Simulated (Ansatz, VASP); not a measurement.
# One calculation of SnSe, two programs

The input INCAR:

```
ALGO = Normal
EDIFF = 1E-6
ENCUT = 520
GGA = PE
ISIF = 2
ISMEAR = 0
IVDW = 12
LASPH = True
LCHARG = True
LELF = True
LREAL = False
LVHAR = True
LWAVE = False
NBANDS = 17
NELM = 80
PREC = Accurate
SIGMA = 0.05
```

Contents of KPOINTS:

```
k-points
0
Gamma
  10 10 10
```

Contents of POSCAR:

```
SnSe
1.0
    0.0000000000      3.0336003723      3.0336003723
    3.0336003723      0.0000000000      3.0336003723
    3.0336003723      3.0336003723      0.0000000000
Sn Se
1 1
Direct
    0.0000000000      0.0000000000      0.0000000000
    0.5000000000      0.5000000000      0.5000000000
```

Input for Ansatz:

```yaml
crystal:
  lattice:
    - [0.0, 3.0336003723, 3.0336003723]
    - [3.0336003723, 0.0, 3.0336003723]
    - [3.0336003723, 3.0336003723, 0.0]
  atoms:
    - { symbol: Sn, position: [0.0, 0.0, 0.0] }
    - { symbol: Se, position: [0.5, 0.5, 0.5] }
basis:
  ecutwfc: 420
kpoints:
  mp_grid: { grid: [10, 10, 10] }
hamiltonian:
  xc: pbe
  dispersion: d3bj
scf:
  occupations: { method: gaussian, width: 0.05 }
output:
  forces: true
  stress: true
  eigenvalues: true
  write_density: true
  write_potential: true
  elf: true
  volumetric_format: npy
```

Change from the starting cell: strain +0.015 along x and y, +0.015 along z, atoms carried along.

Alike in both runs: task single point; functional PBE; dispersion D3(BJ); k mesh 10 × 10 × 10; occupations gaussian, width 0.05 eV; no spin polarisation.

|  | VASP | Ansatz |
| --- | --- | --- |
| version | VASP 6.6.1 | Ansatz 0.2.0 |
| potentials or method | VASP PAW PBE potentials, release 64 (Sn_d, Se), cutoff 520 eV | scalar-relativistic, plane waves, PAW |
| valence electrons in the cell | 20 | 30 |

```tsv
	VASP	Ansatz	Ansatz less VASP
gap on the k mesh at the Fermi level (eV)	0.48	0.48	-0.001
least direct gap on the mesh (eV)	0.48	0.48	-0.001
pressure (GPa)	-2.2	-2.2	+0.02
```

VASP's potentials hold 20 valence electrons a cell and Ansatz's 30, so a difference there can come from the potentials and not from the codes.
